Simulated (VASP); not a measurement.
A run of VASP 6.6.1:

File INCAR:

```
SYSTEM = Mg
  PREC = Accurate
  ENCUT = 520
  EDIFF = 1E-7
  ISMEAR = -1
  SIGMA = 0.1
  LREAL = .False.
  LASPH = .True.
  NELM = 100
  ALGO = Normal
  ISIF = 2
  LWAVE = .False.
  LCHARG = .False.
  GGA = RP
  NBANDS = 9
```

Contents of KPOINTS:

```
regular mesh
0
Gamma
  9 9 9
  0 0 0
```

The input POSCAR:

```
Mg
1.0
    0.0000000000      3.4851414199      3.4851414199
    3.4851414199      0.0000000000      3.4851414199
    3.4851414199      3.4851414199      0.0000000000
Mg
2
Direct
    0.1250000000      0.1250000000      0.1250000000
    0.8750000000      0.8750000000      0.8750000000
```

Potentials or basis: VASP PAW PBE potentials, release 64 (Mg).

Launch:

```console
$ cat potpaw_PBE.64/Mg/POTCAR > POTCAR
$ mpirun -np 1 vasp_std > vasp.out
```

Hardware: 1 thread of Intel(R) Xeon(R) 6975P-C (Granite Rapids) (shared host).

Q: How long does it take, and how much memory?

A: It took 16 s on 1 thread of Intel(R) Xeon(R) 6975P-C (Granite Rapids), with other jobs on the host, peak memory 0.23 GiB. Counts: scf iterations 13, k points 35.
